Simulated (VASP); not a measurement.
Set up this calculation in VASP 6.6.1, as the native input.

| Quantity | Value |
| --- | --- |
| Task | single point |
| Functional | PBE |
| Potentials or basis | VASP PAW PBE potentials, release 64 (Al, H) |
| Cutoff | 520 eV |
| k mesh | 2 × 3 × 1 |
| Occupations | gaussian, width 0.05 eV |
| Spin | no spin polarisation |
| Dipole correction | no |
| Further INCAR settings | LREAL = Auto; ALGO = Normal; EDIFF = 1e-06; NBANDS = 42 |

The structure of Al18H lies in POSCAR:

```
Al18H
1.0
   12.1500000000      0.0000000000      0.0000000000
    0.0000000000      5.7275650000      0.0000000000
    0.0000000000      0.0000000000     14.8637820000
Al H
18 1
Direct
    0.0000000000      0.0000000000      0.0672776283
    0.3333333333      0.0000000000      0.0672776283
    0.6666666667      0.0000000000      0.0672776283
    0.0000000000      0.5000000873      0.0672776283
    0.3333333333      0.5000000873      0.0672776283
    0.6666666667      0.5000000873      0.0672776283
    0.1666849383      0.2507648538      0.1614546688
    0.4989761317      0.2471367850      0.1585460551
    0.8343812346      0.2471343407      0.1585365690
    0.1666841975      0.7501552579      0.1611322071
    0.4973334156      0.7466207717      0.1595778921
    0.8359947325      0.7466134387      0.1596346744
   -0.0034700412     -0.0003635053      0.2566624026
    0.3368455144     -0.0003793933      0.2566675157
    0.6666243621     -0.0466243508      0.2566585678
   -0.0020581070      0.4965382322      0.2571346916
    0.3354352263      0.4965394544      0.2571403429
    0.6666437037      0.4813258339      0.2590434252
    0.6667437037      1.1810278888      0.3312764544
```

One way to write it, as run:

INCAR

```
SYSTEM = Al18H
PREC = Accurate
ENCUT = 520
EDIFF = 1E-6
ISMEAR = 0
SIGMA = 0.05
LREAL = Auto
LASPH = .True.
NELM = 60
ALGO = Normal
ISIF = 2
LWAVE = .False.
LCHARG = .True.
GGA = PE
LELF = .True.
LVHAR = .True.
NBANDS = 42
```

KPOINTS

```
regular mesh
0
Gamma
  2 3 1
  0 0 0
```

Potentials or basis: VASP PAW PBE potentials, release 64 (Al, H).

Command:

```bash
$ cat potpaw_PBE.64/Al/POTCAR potpaw_PBE.64/H/POTCAR > POTCAR
$ mpirun -np 1 vasp_std > vasp.out
```

It gave:

```json
{"Largest force": "0.233 eV/Å"}
```

Caveat: the k points lie up to 0.37 Å⁻¹ apart.

It took 3.5 min on 1 thread of AMD EPYC 9R45 96-Core Processor (Zen 5) (shared host), peak memory 0.86 GiB.
